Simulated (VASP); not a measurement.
A run of VASP 6.6.1:

The input INCAR:

```
PREC = Accurate ; ENCUT = 520
EDIFF = 1E-6 ; ISMEAR = -1
SIGMA = 0.1 ; LREAL = False
LASPH = True ; NELM = 80
ALGO = Normal ; ISIF = 2
LWAVE = False ; LCHARG = False
GGA = CA ; NBANDS = 10
```

File KPOINTS:

```
regular mesh
0
Gamma
  27 27 27
```

File POSCAR:

```
Fe
1.0
   -1.3498227879      1.3498227879      1.3498227879
    1.3498227879     -1.3498227879      1.3498227879
    1.3498227879      1.3498227879     -1.3498227879
Fe
1
Direct
    0.0000000000      0.0000000000      0.0000000000
```

Potentials or basis: VASP PAW LDA potentials, release 64 (Fe).

Command:

```console
$ cat potpaw_LDA.64/Fe/POTCAR > POTCAR
$ mpirun -np 1 vasp_std > vasp.out
```

Hardware: 1 thread of AMD EPYC 7R13 Processor (Zen 3) (shared host).

Problem. How long does it take, and how much memory?

Solution. Wall time 36 s on 1 thread of AMD EPYC 7R13 Processor (Zen 3), on a shared host, peak memory 0.13 GiB. Counts: scf iterations 12, k points 560.
